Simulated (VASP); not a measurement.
## Os: single point with PBE

Os:

```
CELL_PARAMETERS angstrom
2.75279 0.00000 0.00000
-1.37640 2.38399 0.00000
0.00000 0.00000 4.35097
ATOMIC_POSITIONS crystal
Os 0.33333 0.66667 0.25000
Os 0.66667 0.33333 0.75000
```

```yaml
Program: VASP 6.6.1
Task: single point
Functional: PBE
Potentials_or_basis: VASP PAW PBE potentials, release 64 (Os)
Cutoff: 520 eV
k_mesh: 18 × 18 × 10
Occupations: gaussian, width 0.1 eV
Spin: no spin polarisation
```

The pressure is -0.2 GPa. The band gap on the k mesh is zero (band 8 reaches 11.13 eV, above the bottom of band 9 at 7.32 eV).

Stress tensor (GPa, compression positive):
```
-0.13  0.00  0.00
 0.00 -0.13  0.00
 0.00  0.00 -0.27
```

Levels at points of the mesh, in eV from the Fermi level:
```
           k point  band 6  band 7  band 8  band 9  band 10  band 11
(0.00, 0.00, 0.00)   -2.15   -2.15   -1.52   -1.52     0.02     1.63
(0.50, 0.00, 0.00)   -2.51   -1.84    1.96    2.50     2.62     4.28
(0.00, 0.00, 0.50)   -3.15   -3.15   -3.15    0.86     0.86     0.86
(0.50, 0.00, 0.50)   -1.17   -0.16   -0.16    2.29     2.29     3.21
```

Run time: 59 s on 1 thread of Oxide Virtual Turin-like Processor, on a shared host, peak memory 0.17 GiB.

Caveat: spin-orbit coupling is left out, which moves the levels of the heavy elements.
